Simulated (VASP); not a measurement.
Set up this calculation in VASP 6.6.1, as the native input.

| Item | Value |
| --- | --- |
| Task | single point |
| Functional | BLYP |
| Dispersion | D3(BJ) |
| Potentials or basis | VASP PAW PBE potentials, release 64 (Hf_pv, N) |
| Cutoff | 520 eV |
| k mesh | 9 × 9 × 5 |
| Occupations | fermi-dirac, width 0.15 eV |
| Spin | no spin polarisation |
| Dipole correction | no |
| Further INCAR settings | ALGO = Normal; EDIFF = 1e-06; NBANDS = 23 |

The structure of HfN lies in POSCAR:

```
HfN
1.0
    3.1329768772      0.0000000000      0.0000000000
   -1.5664884386      2.7132375652      0.0000000000
    0.0000000000      0.0000000000      5.4480560076
Hf N
2 2
Direct
    0.6666666667      0.3333333333      0.7500000000
    0.3333333333      0.6666666667      0.2500000000
    0.0000000000      0.0000000000      0.0000000000
    0.0000000000      0.0000000000      0.5000000000
```

One way to write it, as run:

INCAR

```
PREC = Accurate
ENCUT = 520
EDIFF = 1E-6
ISMEAR = -1
SIGMA = 0.15
LREAL = False
LASPH = True
NELM = 60
ALGO = Normal
ISIF = 2
LWAVE = False
LCHARG = False
GGA = B5
ALDAX = 1.0
AGGAX = 1.0
AGGAC = 1.0
ALDAC = 0.0
IVDW = 12
VDW_S6 = 1.0
VDW_S8 = 2.6996
VDW_A1 = 0.4298
VDW_A2 = 4.2359
NBANDS = 23
```

KPOINTS

```
Automatic mesh
0
Gamma
  9 9 5
```

Potentials or basis: VASP PAW PBE potentials, release 64 (Hf_pv, N).

Launch:

```bash
$ cat potpaw_PBE.64/Hf_pv/POTCAR potpaw_PBE.64/N/POTCAR > POTCAR
$ mpirun -np 1 vasp_std > vasp.out
```

It gave:

The pressure is -1.3 GPa and the band gap on the k mesh is zero (band 15 reaches 9.79 eV, above the bottom of band 16 at 8.16 eV). The dispersion energy per atom is -0.901 eV.

Caveat: the PAW data sets were made with another functional, which shifts forces and pressure a little; spin-orbit coupling is left out, which moves the levels of the heavy elements; pairwise dispersion overbinds metals, which lowers pressure and volume.

Wall time 38 s on 1 thread of Intel(R) Xeon(R) Platinum 8259CL CPU @ 2.50GHz (Skylake/Cascade Lake), on a shared host, peak memory 0.19 GiB.
